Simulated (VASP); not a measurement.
Wanted: the native input for a VASP 6.6.1 run.

| Item | Value |
| --- | --- |
| Task | single point |
| Functional | PBE |
| Potentials or basis | VASP PAW PBE potentials, release 64 (Cs_sv, Sn_d, I) |
| Cutoff | 520 eV |
| k mesh | 6 × 6 × 6 |
| Occupations | gaussian, width 0.02 eV |
| Spin | no spin polarisation |
| Dipole correction | no |
| Further INCAR settings | ALGO = Normal; EDIFF = 1e-06; NBANDS = 30 |

The structure of CsSnI3 lies in POSCAR:

```
CsSnI3
1.0
    6.2831703419      0.0000000000      0.0000000000
    0.0000000000      6.2831703419      0.0000000000
    0.0000000000      0.0000000000      6.2831703419
Cs Sn I
1 1 3
Direct
    0.0000000000      0.0000000000      0.0000000000
    0.5000000000      0.5000000000      0.5000000000
    0.0000000000      0.5000000000      0.5000000000
    0.5000000000      0.0000000000      0.5000000000
    0.5000000000      0.5000000000      0.0000000000
```

One way to write it, as run:

INCAR

```
SYSTEM = CsSnI3
PREC     = Accurate       ! precision mode
ENCUT    = 520            ! plane-wave cutoff, eV
EDIFF    = 1E-6           ! SCF threshold, eV
ISMEAR   = 0              ! smearing method
SIGMA    = 0.02           ! smearing width, eV
LREAL    = .FALSE.        ! projectors in reciprocal space
LASPH    = .TRUE.         ! aspherical terms in the spheres
NELM     = 100            ! most SCF steps
ALGO     = Normal         ! electronic algorithm
ISIF     = 2              ! what is computed and relaxed
LWAVE    = .FALSE.        ! write WAVECAR
LCHARG   = .TRUE.         ! write CHGCAR
GGA      = PE             ! functional
LELF     = .TRUE.         ! ELF
LVHAR    = .TRUE.       
NBANDS   = 30             ! bands
```

KPOINTS

```
Automatic mesh
0
G
  6 6 6
  0 0 0
```

Potentials or basis: VASP PAW PBE potentials, release 64 (Cs_sv, Sn_d, I).

The run is started by

```bash
$ cat potpaw_PBE.64/Cs_sv/POTCAR potpaw_PBE.64/Sn_d/POTCAR potpaw_PBE.64/I/POTCAR > POTCAR
$ mpirun -np 1 vasp_std > vasp.out
```

It gave:

| Quantity | Value |
| --- | --- |
| Pressure | 0.0 GPa |
| Band gap on the k mesh | 0.47 eV |

Caveat: semilocal functionals underestimate gaps, and a narrow one can read as zero; spin-orbit coupling is left out, which moves the levels of the heavy elements.

It took 63 s on 1 thread of Intel(R) Xeon(R) 6975P-C (Granite Rapids), on a shared host, peak memory 0.41 GiB.
